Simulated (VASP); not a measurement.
Wanted: the native input for a VASP 6.6.1 run.

| Quantity | Value |
| --- | --- |
| Task | single point |
| Functional | PBEsol |
| Dispersion | D3(BJ) |
| Potentials or basis | VASP PAW PBE potentials, release 64 (Sb) |
| Cutoff | 520 eV |
| k mesh | 8 × 6 × 1 |
| Occupations | fermi-dirac, width 0.05 eV |
| Spin | no spin polarisation |
| Dipole correction | yes |
| Further INCAR settings | ALGO = Normal; EDIFF = 1e-06; NBANDS = 20 |

The structure of Sb lies in POSCAR:

```
Sb
1.0
    3.1600000000      0.0000000000      0.0000000000
    0.0000000000      4.4689148571      0.0000000000
    0.0000000000      0.0000000000     23.9378297142
Sb
5
Direct
    0.0000000000      0.5000000000      0.3133116114
    0.0000000000      0.0000000000      0.4066558057
    0.0000000000      0.5000000000      0.5000000000
    0.0000000000      0.0000000000      0.5933441943
    0.0000000000      0.5000000000      0.6866883886
```

One way to write it, as run:

INCAR

```
ALGO = Normal
DIPOL = 0.5 0.5 0.500
EDIFF = 1E-6
ENCUT = 520
GGA = PS
IDIPOL = 3
ISIF = 2
ISMEAR = -1
IVDW = 12
LASPH = True
LCHARG = False
LDIPOL = True
LREAL = False
LWAVE = False
NBANDS = 20
NELM = 100
PREC = Accurate
SIGMA = 0.05
```

KPOINTS

```
k-points
0
Gamma
  8 6 1
```

Potentials or basis: VASP PAW PBE potentials, release 64 (Sb).

Launch:

```sh
$ cat potpaw_PBE.64/Sb/POTCAR > POTCAR
$ mpirun -np 1 vasp_std > vasp.out
```

Results of the run:

* Largest force: 1.098 eV/Å
* Dispersion energy per atom: -0.326 eV

Caveat: three body term missing; the PAW data sets were made with another functional, which shifts forces and pressure a little.

Run time: 3.1 min on 1 thread of Intel(R) Xeon(R) Platinum 8259CL CPU @ 2.50GHz (Skylake/Cascade Lake), with other jobs on the host, peak memory 0.42 GiB.
